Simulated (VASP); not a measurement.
Wanted: the native input for a VASP 6.6.1 run.

```
Task                   : single point
Functional             : PBE
Potentials or basis    : VASP PAW PBE potentials, release 64 (W_sv, Se)
Cutoff                 : 520 eV
k mesh                 : 12 × 12 × 6
Occupations            : gaussian, width 0.1 eV
Spin                   : collinear spin
Starting moments       : [1.0, -1.0, 0.0, 0.0] μB
Hubbard terms          : W d U = 6.2 eV
Dipole correction      : no
Further INCAR settings : ALGO = Normal; EDIFF = 1e-06; NBANDS = 32
```

The structure of WSe lies in POSCAR:

```
WSe
1.0
    3.5007105810      0.0000000000      0.0000000000
    0.0000000000      3.5007105810      3.5007105810
    0.0000000000      0.0000000000      7.0014211620
W Se
2 2
Direct
    0.0000000000      0.0000000000      0.0000000000
    0.0000000000      0.0000000000      0.5000000000
    0.5000000000      0.5000000000      0.0000000000
    0.5000000000      0.5000000000      0.5000000000
```

The input as run:

INCAR

```
  PREC = Accurate
  ENCUT = 520
  EDIFF = 1E-6
  ISMEAR = 0
  SIGMA = 0.1
  LREAL = F
  LASPH = T
  NELM = 150
  ALGO = Normal
  ISIF = 2
  LWAVE = F
  LCHARG = F
  ISPIN = 2
  MAGMOM = 1 -1 0 0
  LORBIT = 11
  LMAXMIX = 4
  LDAU = T
  LDAUTYPE = 2
  LDAUL = 2 -1
  LDAUU = 6.2 0
  LDAUJ = 0 0
  LDAUPRINT = 1
  GGA = PE
  NBANDS = 32
```

KPOINTS

```
Automatic mesh
0
Gamma
  12 12 6
```

Potentials or basis: VASP PAW PBE potentials, release 64 (W_sv, Se).

The run is started by

```console
$ cat potpaw_PBE.64/W_sv/POTCAR potpaw_PBE.64/Se/POTCAR > POTCAR
$ mpirun -np 1 vasp_std > vasp.out
```

It gave:

```
Pressure                                              : -8.2 GPa
Band gap on the k mesh                                : zero (filled and empty bands overlap)
Net moment                                            : 0.00 μB per cell
Site moments                                          : W +3.00, -3.00; Se +0.00 μB
Valence electrons inside the program's atomic spheres : W 11.63; Se 3.76
```

Caveat: the cell stands under tension; spin-orbit coupling is left out, which moves the levels of the heavy elements.

Wall time 27 min on 1 thread of Oxide Virtual Turin-like Processor, with other jobs on the host, peak memory 0.56 GiB.
